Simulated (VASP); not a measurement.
Crystal: AlN.

```
Al N
1.0
     0.00000    2.06129    2.06129
     2.06129    0.00000    2.06129
     2.06129    2.06129    0.00000
Al N
1 1
Direct
  0.50000 0.50000 0.50000
  0.00000 0.00000 0.00000
```

Base run:

| Property | Result |
| --- | --- |
| Program | VASP 6.6.1 |
| Functional | r2SCAN |
| Potentials or basis | VASP PAW PBE potentials, release 64 (Al, N) |
| Cutoff | 520 eV |
| k mesh | 11 × 11 × 11 |
| Occupations | fermi-dirac, width 0.05 eV |
| Spin | no spin polarisation |

Its results: band gap on the k mesh 5.04 eV, indirect (least direct gap 5.67 eV); pressure -16.0 GPa.

Problem. The run is repeated on the same cell with these changes: functional from r2SCAN to PBE0; k mesh from 11 × 11 × 11 to 6 × 6 × 6. What comes out?

Solution. Band gap on the k mesh 6.14 eV, indirect (least direct gap 7.07 eV); pressure -16.6 GPa.

Several settings changed at once, so the effect can't be laid on one alone.

Caveats: some runs use coarse meshes; the PAW data sets were made with another functional, which shifts forces and pressure a little.

A k mesh can miss the band edges.
